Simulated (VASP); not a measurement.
Set up this calculation in VASP 6.6.1, as the native input.

| Property | Result |
| --- | --- |
| Task | single point |
| Functional | PBE |
| Potentials or basis | VASP PAW PBE potentials, release 64 (C) |
| Cutoff | 520 eV |
| k mesh | 12 × 12 × 12 |
| Occupations | gaussian, width 0.05 eV |
| Spin | no spin polarisation |
| Dipole correction | no |
| Further INCAR settings | ALGO = Normal; EDIFF = 1e-07; NBANDS = 11 |

The structure of C lies in POSCAR:

```
C
1.0
    0.0000000000      1.8547360000      1.9260720000
    1.8547360000      0.0000000000      1.9260720000
    1.8547360000      1.8547360000      0.0000000000
C
2
Direct
    0.5000000000      0.5000000000      0.5000000000
    0.7500000000      0.7500000000      0.7500000000
```

This cell differs from its parent crystal: strain +0.040 along x and y, +0.080 along z.

These files were run (other wordings do the same):

INCAR

```
PREC     = Accurate       # precision mode
ENCUT    = 520            # plane-wave cutoff, eV
EDIFF    = 1E-7           # SCF threshold, eV
ISMEAR   = 0              # smearing method
SIGMA    = 0.05           # smearing width, eV
LREAL    = False          # projectors in reciprocal space
LASPH    = True           # aspherical terms in the spheres
NELM     = 80             # most SCF steps
ALGO     = Normal         # electronic algorithm
ISIF     = 2              # what is computed and relaxed
LWAVE    = False          # write WAVECAR
LCHARG   = True           # write CHGCAR
GGA      = PE             # functional
LELF     = True           # ELF
LVHAR    = True         
NBANDS   = 11             # bands
```

KPOINTS

```
Automatic mesh
0
Gamma
  12 12 12
```

Potentials or basis: VASP PAW PBE potentials, release 64 (C).

Launch:

```bash
$ cat potpaw_PBE.64/C/POTCAR > POTCAR
$ mpirun -np 1 vasp_std > vasp.out
```

It gave:

```yaml
Pressure: -49.0 GPa
Band_gap_on_the_k_mesh: 3.38 eV, indirect (least direct gap 4.86 eV)
```

Caveat: the cell differs from its parent crystal (strain +0.040 along x and y, +0.080 along z).

It took 18 s on 1 thread of Intel(R) Xeon(R) Platinum 8259CL CPU @ 2.50GHz (Skylake/Cascade Lake) (shared host), peak memory 0.13 GiB.
